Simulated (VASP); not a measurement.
# P in VASP: single point with PBE+D3(BJ)

Aim: the single point of P with PBE+D3(BJ).

All numbers are computed with VASP 6.6.1; they aren't measurements. Logs are shortened: lines on timing, memory, paths and dates and some standing lists are left out, and cuts for length are marked.

**1. The cell of the first run**

The cell holds a slab with vacuum, 8 atoms: a = 3.296 Å, b = 4.439 Å, c = 21.746 Å, α = 90.00°, β = 90.00°, γ = 90.00°.

**2. Single point, PBE+D3(BJ) (layers slid over each other)**

INCAR

```
SYSTEM = P
PREC     = Accurate       ! precision mode
ENCUT    = 520            ! plane-wave cutoff, eV
EDIFF    = 1E-6           ! SCF threshold, eV
ISMEAR   = 0              ! smearing method
SIGMA    = 0.05           ! smearing width, eV
LREAL    = .FALSE.        ! projectors in reciprocal space
LASPH    = .TRUE.         ! aspherical terms in the spheres
NELM     = 60             ! most SCF steps
ALGO     = Normal         ! electronic algorithm
ISIF     = 2              ! what is computed and relaxed
LWAVE    = .FALSE.        ! write WAVECAR
LCHARG   = .FALSE.        ! write CHGCAR
LDIPOL   = .TRUE.       
IDIPOL   = 3            
DIPOL    = 0.5 0.5 0.390
GGA      = PE             ! functional
IVDW     = 12             ! dispersion correction
NBANDS   = 30             ! bands
```

KPOINTS

```
Automatic mesh
0
G
  8 6 1
  0 0 0
```

POSCAR

```
P
1.0
    3.2961869629      0.0000000000      0.0000000000
    0.0000000000      4.4391557027      0.0000000000
    0.0000000000      0.0000000000     21.7461973615
P
8
Direct
    0.5000000000      0.9174951453      0.2069327306
    0.0000000000      0.5825048547      0.2069327306
    0.5000000000      0.0825048547      0.3045635322
    0.0000000000      0.4174951453      0.3045635322
    1.0000000000      0.2075048547      0.4751680723
    1.5000000000      0.5424951453      0.4751680723
    1.0000000000      1.0424951453      0.5727988740
    1.5000000000      0.7075048547      0.5727988740
```

Potentials or basis: VASP PAW PBE potentials, release 64 (P).

Run with:

```sh
$ cat potpaw_PBE.64/P/POTCAR > POTCAR
$ mpirun -np 1 vasp_std > vasp.out
```

OUTCAR:

```text
SYSTEM = P
   PREC = Accurate
   ENCUT = 520
   EDIFF = 1E-6
   ISMEAR = 0
   LREAL = .FALSE.
   LASPH = .TRUE.
   NELM = 60
   ISIF = 2
   GGA = PE
   IVDW = 12
 IVDW          = 12

 ion  position               nearest neighbor table
   1  0.500  0.917  0.207-   2 2.22   2 2.22   3 2.25
   2  0.000  0.583  0.207-   1 2.22   1 2.22   4 2.25
   3  0.500  0.083  0.305-   4 2.22   4 2.22   1 2.25
   4  0.000  0.417  0.305-   3 2.22   3 2.22   2 2.25
   5  0.000  0.208  0.475-   6 2.22   6 2.22   7 2.25
   6  0.500  0.542  0.475-   5 2.22   5 2.22   8 2.25
   7  0.000  0.042  0.573-   8 2.22   8 2.22   5 2.25
   8  0.500  0.708  0.573-   7 2.22   7 2.22   6 2.25

  LATTYP: Found a simple orthorhombic cell.
 ALAT       =     3.2961869629
 B/A-ratio  =     1.3467548269
 C/A-ratio  =     6.5973798229

  Lattice vectors:

 A1 = (   3.2961869629,   0.0000000000,   0.0000000000)
 A2 = (   0.0000000000,   4.4391557027,   0.0000000000)
 A3 = (   0.0000000000,   0.0000000000,  21.7461973615)

Analysis of symmetry for initial positions (statically):
=====================================================================
 Subroutine PRICEL returns:
 Original cell was already a primitive cell.

 Routine SETGRP: Setting up the symmetry group for a
 simple orthorhombic supercell.

 Subroutine GETGRP returns: Found  4 space group operations
 (whereof  2 operations were pure point group operations)
 out of a pool of  8 trial point group operations.

The static configuration has the point symmetry C_1h.
 The point group associated with its full space group is C_2h.

Analysis of symmetry for dynamics (positions and initial velocities):
=====================================================================
 Subroutine PRICEL returns:
 Original cell was already a primitive cell.

 Routine SETGRP: Setting up the symmetry group for a
 simple orthorhombic supercell.

 Subroutine GETGRP returns: Found  4 space group operations
 (whereof  2 operations were pure point group operations)
 out of a pool of  8 trial point group operations.

The dynamic configuration has the point symmetry C_1h.
 The point group associated with its full space group is C_2h.

 Subroutine INISYM returns: Found  4 space group operations
 (whereof  2 operations are pure point group operations),
 and found     1 'primitive' translations

----------------------------------------------------------------------------------------

                                     Primitive cell

  volume of cell :     318.1966

  direct lattice vectors                    reciprocal lattice vectors
     3.296186963  0.000000000  0.000000000     0.303380849  0.000000000  0.000000000
     0.000000000  4.439155703  0.000000000     0.000000000  0.225268062  0.000000000
     0.000000000  0.000000000 21.746197361     0.000000000  0.000000000  0.045985051

  length of vectors
     3.296186963  4.439155703 21.746197361     0.303380849  0.225268062  0.045985051

  position of ions in fractional coordinates (direct lattice)
     0.500000000  0.917495145  0.206932731
     0.000000000  0.582504855  0.206932731
     0.500000000  0.082504855  0.304563532
     0.000000000  0.417495145  0.304563532
     0.000000000  0.207504855  0.475168072
     0.500000000  0.542495145  0.475168072
     0.000000000  0.042495145  0.572798874
     0.500000000  0.707504855  0.572798874

  ion indices of the primitive-cell ions
   primitive index   ion index
                 1           1
                 2           2
                 3           3
                 4           4
                 5           5
                 6           6
                 7           7
                 8           8

----------------------------------------------------------------------------------------

 KPOINTS: Automatic mesh

Automatic generation of k-mesh.
 Grid dimensions read from file:
 generate k-points for:    8    6    1

 Generating k-lattice:

  Cartesian coordinates                     Fractional coordinates (reciprocal lattice)
     0.037922606  0.000000000  0.000000000     0.125000000  0.000000000  0.000000000
     0.000000000  0.037544677  0.000000000     0.000000000  0.166666667  0.000000000
     0.000000000  0.000000000  0.045985051     0.000000000  0.000000000  1.000000000

  Length of vectors
     0.037922606  0.037544677  0.045985051

  Shift w.r.t. Gamma in fractional coordinates (k-lattice)
     0.000000000  0.000000000  0.000000000

 Subroutine IBZKPT returns following result:
 ===========================================

 Found     20 irreducible k-points:

 Following reciprocal coordinates:
            Coordinates               Weight
  0.000000  0.000000  0.000000      1.000000
  0.125000  0.000000  0.000000      2.000000
  0.250000  0.000000  0.000000      2.000000
  0.375000  0.000000  0.000000      2.000000
  0.500000  0.000000  0.000000      1.000000
  0.000000  0.166667  0.000000      2.000000
[... 12 lines left out ...]
  0.375000  0.500000  0.000000      2.000000
  0.500000  0.500000  0.000000      1.000000
   k-points           NKPTS =     20   k-points in BZ     NKDIM =     20   number of bands    NBANDS=     30
   number of dos      NEDOS =    301   number of ions     NIONS =      8
   total plane-waves  NPLWV = 163296
   dimension x,y,z NGX =    28 NGY =   36 NGZ =  162
   dimension x,y,z NGXF=    56 NGYF=   72 NGZF=  324
   ions per type =               8
   NGX,Y,Z   is equivalent  to a cutoff of  14.12, 13.48, 12.38 a.u.
   NGXF,Y,Z  is equivalent  to a cutoff of  28.24, 26.96, 24.77 a.u.
 SYSTEM =  P
   PREC   = accura    normal or accurate (medium, high low for compatibility)
   ISTART =      0    job   : 0-new  1-cont  2-samecut
   ICHARG =      2    charge: 1-file 2-atom 10-const
   ISPIN  =      1    spin polarized calculation?
   LNONCOLLINEAR =      F non collinear calculations
   LSORBIT =      F    spin-orbit coupling
   LASPH  =      T    aspherical Exc in radial PAW
   ENCUT  =  520.0 eV  38.22 Ry    6.18 a.u.   6.13  8.25 40.43*2*pi/ulx,y,z
   NELM   =     60;   NELMIN=  2; NELMDL= -5     # of ELM steps
   EDIFF  = 0.1E-05   stopping-criterion for ELM
   LREAL  =      F    real-space projection
   EDIFFG = 0.1E-04   stopping-criterion for IOM
   NSW    =      0    number of steps for IOM
   IBRION =     -1    ionic relax: 0-MD 1-quasi-New 2-CG
   NFREE  =      0    steps in history (QN), initial steepest desc. (CG)
   ISIF   =      2    stress and relaxation
   ISYM   =      2    0-nonsym 1-usesym 2-fastsym
   POTIM  = 0.5000    time-step for ionic-motion
   TEBEG  =    0.0;   TEEND  =   0.0 temperature during run
   PSTRESS=    0.0 pullay stress
   NELECT =      40.0000    total number of electrons
   NUPDOWN=      -1.0000    fix difference up-down
   EMIN   =  10.00;   EMAX   =-10.00  energy-range for DOS
   EFERMI =   0.00;   METHOD = LEGACY
   ISMEAR =     0;   SIGMA  =   0.05  broadening in eV -4-tet -1-fermi 0-gaus
   EFERMI_NEDOS =   21; number of points for ismear=-14 and -15
   IALGO  =     38    algorithm
   IMIX   =      4    mixing-type and parameters
     AMIX     =   0.40;   BMIX     =  1.00
     AMIX_MAG =   1.60;   BMIX_MAG =  1.00
  volume/ion in A,a.u.               =      39.77       268.41
  Fermi-wavevector in a.u.,A,eV,Ry     =   0.820093  1.549751  9.150627  0.672552
  Thomas-Fermi vector in A             =   1.931014
   LORBIT       =      0    0 simple, 1 ext, 2 COOP (PROOUT), +10 PAW based schemes
   GGA     = PE    functional components
   LHFCALC =     F    Hartree Fock is set to
   AEXX    =    0.0000 exact exchange contribution
   IVDW    =    12    specifies the selected vdW correction
   LEPSILON=     F    determine dielectric tensor
   LRPA    =     F    only Hartree local field effects (RPA)
 non-spin polarized calculation
 Gauss-broadening in eV      SIGMA  =   0.05
  energy-cutoff  :      520.00
  volume of cell :      318.20
 maximum number of plane-waves:      8606
 NGX is ok and might be reduce to    28
   NGX = 13   NGY = 17   NGZ = 81

 dipolmoment           0.000000      0.000000      0.000032 electrons x Angstroem

 number of electron      39.9999998 magnetization

 dipolmoment           0.000000      0.000000     -0.000001 electrons x Angstroem

 Free energy of the ion-electron system (eV)
  ---------------------------------------------------
  ext. energy  EPLUGINS =         0.00000000
  ---------------------------------------------------
  free energy    TOTEN  =       -42.92117692 eV

  energy without entropy =      -42.92117692  energy(sigma->0) =      -42.92117692

 E-fermi :   0.5730     XC(G=0):  -5.3103

 val. band max:        0.3893603165   @ k =   0.0000   0.0000   0.0000
 cond. band min:       0.7564339636   @ k =   0.0000   0.0000   0.0000
 fundamental gap:      0.3670736470
 Fermi energy:         0.5729566033

 k-point     1 :       0.0000    0.0000    0.0000
  band No.  band energies     occupation
      1     -14.8414      2.00000
      2     -14.7991      2.00000
      3     -12.2714      2.00000
      4     -12.1509      2.00000
      5      -8.7002      2.00000
      6      -8.6874      2.00000
[... 22 lines left out ...]
     29       4.6128      0.00000
     30       4.8465      0.00000

 k-point     2 :       0.1250    0.0000    0.0000
  band No.  band energies     occupation
      1     -14.6544      2.00000
      2     -14.6124      2.00000
      3     -12.0766      2.00000
      4     -11.9566      2.00000
      5      -8.8168      2.00000
      6      -8.8092      2.00000
[... 22 lines left out ...]
     29       4.8155      0.00000
     30       5.0279      0.00000

 k-point     3 :       0.2500    0.0000    0.0000
  band No.  band energies     occupation
      1     -14.0988      2.00000
      2     -14.0579      2.00000
      3     -11.4951      2.00000
      4     -11.3764      2.00000
      5      -9.4100      2.00000
      6      -9.4009      2.00000
[... 550 lines left out ...]
     29       5.6609      0.00000
     30       5.9382      0.00000

 k-point    20 :       0.5000    0.5000    0.0000
  band No.  band energies     occupation
      1     -11.5725      2.00000
      2     -11.5562      2.00000
      3     -11.5405      2.00000
      4     -11.5358      2.00000
      5      -9.5475      2.00000
      6      -9.5314      2.00000
[... 22 lines left out ...]
     29       5.8209      0.00000
     30       5.8608      0.00000

------------------------ aborting loop because EDIFF is reached ----------------------------------------

 vacuum level on the upper side and lower side of the slab       (xc-potential included)        -0.135        -0.136

 Edisp (eV)   -2.28330

 E8    (eV) :    -0.8942

  FORCE on cell =-STRESS in cart. coord.  units (eV):
  Direction    XX          YY          ZZ          XY          YZ          ZX
  --------------------------------------------------------------------------------------
  -------------------------------------------------------------------------------------
  Total      -0.58014    -0.68376    -1.25833     0.00000     0.00078     0.00000
  in kB      -2.92109    -3.44287    -6.33590     0.00000     0.00391     0.00000
  external pressure =       -4.23 kB  Pullay stress =        0.00 kB

 VOLUME and BASIS-vectors are now :
 -----------------------------------------------------------------------------
  energy-cutoff  :      520.00
  volume of cell :      318.20
      direct lattice vectors                 reciprocal lattice vectors
     3.296186963  0.000000000  0.000000000     0.303380849  0.000000000  0.000000000
     0.000000000  4.439155703  0.000000000     0.000000000  0.225268062  0.000000000
     0.000000000  0.000000000 21.746197361     0.000000000  0.000000000  0.045985051

 POSITION                                       TOTAL-FORCE (eV/Angst)
 -----------------------------------------------------------------------------------
      1.64809      4.07290      4.50000         0.000000     -0.025566      0.019623
      0.00000      2.58583      4.50000         0.000000      0.045820      0.071099
      1.64809      0.36625      6.62310         0.000000     -0.007810      0.043222
      0.00000      1.85333      6.62310         0.000000     -0.035730      0.087459
      0.00000      0.92115     10.33310         0.000000      0.035730     -0.087459
      1.64809      2.40822     10.33310         0.000000      0.007810     -0.043222
      0.00000      0.18864     12.45620         0.000000     -0.045820     -0.071099
      1.64809      3.14072     12.45620         0.000000      0.025566     -0.019623
 -----------------------------------------------------------------------------------
    total drift:                               -0.000000      0.000000      0.000010

  FREE ENERGIE OF THE ION-ELECTRON SYSTEM (eV)
  ---------------------------------------------------
  free  energy   TOTEN  =       -45.2044731067 eV

  energy  without entropy=      -45.2044731051  energy(sigma->0) =      -45.20447311

 vacuum level on the upper side and lower side of the slab         5.147         5.146
```

It took 3 min on 1 thread of Intel Xeon 6975P-C (Granite Rapids), shared host; peak memory 0.42 GiB.

What came out:

```yaml
Free_energy: -45.2045 eV
Largest_force: 0.094 eV/Å
Band_gap_on_the_k_mesh: 0.37 eV
Dispersion_energy_per_atom: -0.285 eV
```

Forces in eV/Å, atoms in the order of the input:
```
P    0.000 -0.026  0.020
P    0.000  0.046  0.071
P    0.000 -0.008  0.043
P    0.000 -0.036  0.087
P    0.000  0.036 -0.087
P    0.000  0.008 -0.043
P    0.000 -0.046 -0.071
P    0.000  0.026 -0.020
```

Levels at points of the mesh, in eV from the valence-band top:
```csv
k point,band 18,band 19,band 20,band 21,band 22,band 23
"(0.00, 0.00, 0.00)",-1.71,-0.20,0.00,0.37,1.24,1.46
"(0.50, 0.00, 0.00)",-2.21,-1.99,-1.93,1.18,1.20,1.27
"(0.00, 0.50, 0.00)",-1.11,-1.08,-0.92,1.94,1.99,2.10
"(0.50, 0.50, 0.00)",-1.49,-1.32,-1.27,1.97,2.10,2.64
```

Caveat: the cell differs from its parent crystal (layers slid over each other); semilocal functionals underestimate gaps, and a narrow one can read as zero.
